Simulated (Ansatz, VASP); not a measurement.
**Se: VASP beside Ansatz**

```
Se
1.0
     4.10889    0.00000    0.00000
     0.00000    8.23685    0.00000
     0.00000    0.00000    2.70663
Se
4
Direct
  0.68300 0.38080 0.50000
  0.81700 0.88080 0.50000
  0.31700 0.61920 0.50000
  0.18300 0.11920 0.50000
```

Alike in both runs: functional PBEsol; k mesh 10 × 6 × 16; occupations gaussian, width 0.1 eV; no spin polarisation.

Ansatz relaxed the structure, and its values are those at the end. VASP's run is a single point on that final structure, the one shown.

```csv
,VASP,Ansatz
version,VASP 6.6.1,Ansatz 0.2.0
potentials or method,"VASP PAW PBE potentials, release 64 (Se), cutoff 520 eV","scalar-relativistic, plane waves, PAW"
valence electrons in the cell,24,64
```

```csv
,VASP,Ansatz,Ansatz less VASP
gap on the k mesh at the Fermi level (eV),none,none,-
pressure (GPa),0.1,0.0,-0.13
rms of the force components (eV/Å),0.010,0.000,-0.0099
```

VASP's potentials were made for PBE, not for PBEsol. A gap of «none» marks a metal or a gap that the smearing closes. VASP's potentials hold 24 valence electrons a cell and Ansatz's 64, so a difference there can come from the potentials and not from the codes.
